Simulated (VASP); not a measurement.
Set up this calculation in VASP 6.6.1, as the native input.

| Item | Value |
| --- | --- |
| Task | single point |
| Functional | PBE |
| Potentials or basis | VASP PAW PBE potentials, release 64 (Bi_d, Te) |
| Cutoff | 520 eV |
| k mesh | 14 × 14 × 14 |
| Occupations | gaussian, width 0.15 eV |
| Spin | no spin polarisation |
| Dipole correction | no |
| Further INCAR settings | ALGO = Normal; EDIFF = 1e-07; NBANDS = 18 |

The structure of BiTe lies in POSCAR:

```
BiTe
1.0
    0.0000000000      3.2350000000      3.2350000000
    3.2350000000      0.0000000000      3.2350000000
    3.2350000000      3.2350000000      0.0000000000
Bi Te
1 1
Direct
   -0.0193199382     -0.0193199382      0.0193199382
    0.5000000000      0.5000000000      0.5000000000
```

This cell differs from its parent crystal: all Bi atoms moved +0.125 Å, as atom 1 towards its neighbour atom 2 (Te) at 3.235 Å.

One way to write it, as run:

INCAR

```
PREC = Accurate
ENCUT = 520
EDIFF = 1E-7
ISMEAR = 0
SIGMA = 0.15
LREAL = False
LASPH = True
NELM = 80
ALGO = Normal
ISIF = 2
LWAVE = False
LCHARG = True
GGA = PE
LELF = True
LVHAR = True
NBANDS = 18
```

KPOINTS

```
Automatic mesh
0
Gamma
  14 14 14
```

Potentials or basis: VASP PAW PBE potentials, release 64 (Bi_d, Te).

Command:

```sh
$ cat potpaw_PBE.64/Bi_d/POTCAR potpaw_PBE.64/Te/POTCAR > POTCAR
$ mpirun -np 1 vasp_std > vasp.out
```

Results of the run:

```
Pressure               : 1.0 GPa
Largest force          : 0.321 eV/Å
Band gap on the k mesh : zero (an odd number of electrons rules out a gap without spin polarisation)
```

Caveat: the cell differs from its parent crystal (all Bi atoms moved +0.125 Å, as atom 1 towards its neighbour atom 2 (Te) at 3.235 Å); spin-orbit coupling is left out, which moves the levels of the heavy elements.

Wall time 98 s on 1 thread of Intel(R) Xeon(R) 6975P-C (Granite Rapids) (shared host), peak memory 0.43 GiB.
